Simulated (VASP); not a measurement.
Write the native input for VASP 6.6.1 that does the following.

```
Task                   : single point
Functional             : PBE
Potentials or basis    : VASP PAW PBE potentials, release 64 (Sn_d, Mn_pv)
Cutoff                 : 520 eV
k mesh                 : 10 × 10 × 10
Occupations            : gaussian, width 0.1 eV
Spin                   : collinear spin, ferromagnetic start
Starting moments       : [0.0, 0.0, 0.0, 4.0] μB
Dipole correction      : no
Further INCAR settings : ALGO = Normal; EDIFF = 1e-06; NBANDS = 40
```

The structure of MnSn3 lies in POSCAR:

```
MnSn3
1.0
    0.0000000000      3.7167177337      3.7167177337
    3.7167177337      0.0000000000      3.7167177337
    3.7167177337      3.7167177337      0.0000000000
Sn Mn
3 1
Direct
    0.2500000000      0.2500000000      0.2500000000
    0.7500000000      0.7500000000      0.7500000000
    0.5000000000      0.5000000000      0.5000000000
    0.0000000000      0.0000000000      0.0000000000
```

One way to write it, as run:

INCAR

```
SYSTEM = MnSn3
PREC = Accurate
ENCUT = 520
EDIFF = 1E-6
ISMEAR = 0
SIGMA = 0.1
LREAL = .False.
LASPH = .True.
NELM = 150
ALGO = Normal
ISIF = 2
LWAVE = .False.
LCHARG = .False.
ISPIN = 2
MAGMOM = 0 0 0 4
LORBIT = 11
LMAXMIX = 4
GGA = PE
NBANDS = 40
```

KPOINTS

```
regular mesh
0
Gamma
  10 10 10
  0 0 0
```

Potentials or basis: VASP PAW PBE potentials, release 64 (Sn_d, Mn_pv).

The run is started by

```sh
$ cat potpaw_PBE.64/Sn_d/POTCAR potpaw_PBE.64/Mn_pv/POTCAR > POTCAR
$ mpirun -np 1 vasp_std > vasp.out
```

It gave:

```json
{
  "Pressure": "-1.8 GPa",
  "Net moment": "4.06 μB per cell",
  "Site moments": "Sn -0.07, +0.00; Mn +4.02 μB",
  "Valence electrons inside the program's atomic spheres": "Sn 12.17; Mn 11.30"
}
```

Wall time 12 min on 1 thread of Intel Xeon 8259CL (shared host), peak memory 0.47 GiB.
